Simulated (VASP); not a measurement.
Input of a VASP 6.6.1 run:

Contents of POSCAR:

```
W
1.0
    0.0000000000      1.9819117241      1.9819117241
    1.9819117241      0.0000000000      1.9819117241
    1.9819117241      1.9819117241      0.0000000000
W
1
Direct
    0.0000000000      0.0000000000      0.0000000000
```

INCAR.step1

```
ALGO = Normal
EDIFF = 1E-4
ENCUT = 520
GGA = PE
ISMEAR = -1
LASPH = True
LCHARG = False
LREAL = False
LWAVE = True
NBANDS = 13
NELM = 100
PREC = Accurate
SIGMA = 0.1
```

File INCAR.step2:

```
ALGO = Normal
EDIFF = 1E-7
ENCUT = 520
ISIF = 2
ISMEAR = -1
ISTART = 1
LASPH = True
LCHARG = False
LMIXTAU = True
LREAL = False
LWAVE = False
METAGGA = R2SCAN
NBANDS = 13
NELM = 100
PREC = Accurate
SIGMA = 0.1
```

KPOINTS

```
k-points
0
Gamma
  15 15 15
```

Potentials or basis: VASP PAW PBE potentials, release 64 (W_sv).

Launch:

```console
$ cat potpaw_PBE.64/W_sv/POTCAR > POTCAR
$ cp INCAR.step1 INCAR
$ mpirun -np 1 vasp_std > vasp.out
$ cp INCAR.step2 INCAR
$ mpirun -np 1 vasp_std > vasp.out
```

Question: What does it give for the band gap on the k mesh?

Answer: Zero (bands 7 and 8 overlap by 3.78 eV).

Question: What does it give for the pressure?

Answer: 14.3 GPa.

Caveat: the cell stands under pressure; the PAW data sets were made with another functional, which shifts forces and pressure a little; spin-orbit coupling is left out, which moves the levels of the heavy elements.
